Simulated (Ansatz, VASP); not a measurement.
**Two plane-wave programs on Be3Se2O**

INCAR

```
SYSTEM = Be3Se2O
PREC     = Accurate       ! precision mode
ENCUT    = 520            ! plane-wave cutoff, eV
EDIFF    = 1E-7           ! SCF threshold, eV
ISMEAR   = 0              ! smearing method
SIGMA    = 0.1            ! smearing width, eV
LREAL    = .False.        ! projectors in reciprocal space
LASPH    = .True.         ! aspherical terms in the spheres
NELM     = 100            ! most SCF steps
ALGO     = Normal         ! electronic algorithm
ISIF     = 2              ! what is computed and relaxed
LWAVE    = .False.        ! write WAVECAR
LCHARG   = .False.        ! write CHGCAR
GGA      = PE             ! functional
NBANDS   = 21             ! bands
```

File KPOINTS:

```
regular mesh
0
Gamma
  6 6 6
  0 0 0
```

The input POSCAR:

```
Be3Se2O
1.0
    5.2938749300      0.0000000000      0.0000000000
   -2.6469374700      4.5846301800      0.0000000000
    0.0000000000      0.0000000000      3.5039033500
Be Se O
3 2 1
Direct
    0.5000000000      0.0000000000      0.5000000000
    0.0000000000      0.5000000000      0.5000000000
    0.5000000000      0.5000000000      0.5000000000
    0.6666666700      0.3333333300      0.0000000000
    0.3333333300      0.6666666700      0.0000000000
    0.0000000000      0.0000000000      0.0000000000
```

Input for Ansatz:

```yaml
crystal:
  lattice:
    - [5.29387493, 0.0, 0.0]
    - [-2.64693747, 4.58463018, 0.0]
    - [0.0, 0.0, 3.50390335]
  atoms:
    - { symbol: Be, position: [0.5, 0.0, 0.5] }
    - { symbol: Be, position: [0.0, 0.5, 0.5] }
    - { symbol: Be, position: [0.5, 0.5, 0.5] }
    - { symbol: Se, position: [0.66666667, 0.33333333, 0.0] }
    - { symbol: Se, position: [0.33333333, 0.66666667, 0.0] }
    - { symbol: O, position: [0.0, 0.0, 0.0] }
basis:
  ecutwfc: 420
kpoints:
  mp_grid: { grid: [6, 6, 6] }
hamiltonian:
  xc: pbe
scf:
  occupations: { method: gaussian, width: 0.1 }
  lower_state_search: "off"
output:
  forces: true
  stress: true
  eigenvalues: true
```

Change from the starting cell: species swapped into the GdSi2Rh3 type (P6/mmm, No. 191).

Alike in both runs: task single point; functional PBE; k mesh 6 × 6 × 6; occupations gaussian, width 0.1 eV; no spin polarisation.

|  | VASP | Ansatz |
| --- | --- | --- |
| version | VASP 6.6.1 | Ansatz 0.2.0 |
| potentials or method | VASP PAW PBE potentials, release 64 (Be, Se, O), cutoff 520 eV | scalar-relativistic, plane waves, PAW |
| valence electrons in the cell | 24 | 44 |

```csv
,VASP,Ansatz,Ansatz less VASP
gap on the k mesh at the Fermi level (eV),none,none,-
pressure (GPa),1.6,1.5,-0.11
"traceless stress, the component that is largest in VASP (GPa)",-15.62,-15.76,-0.139
```

A gap of «none» marks a metal or a gap that the smearing closes. VASP's potentials hold 24 valence electrons a cell and Ansatz's 44, so a difference there can come from the potentials and not from the codes.
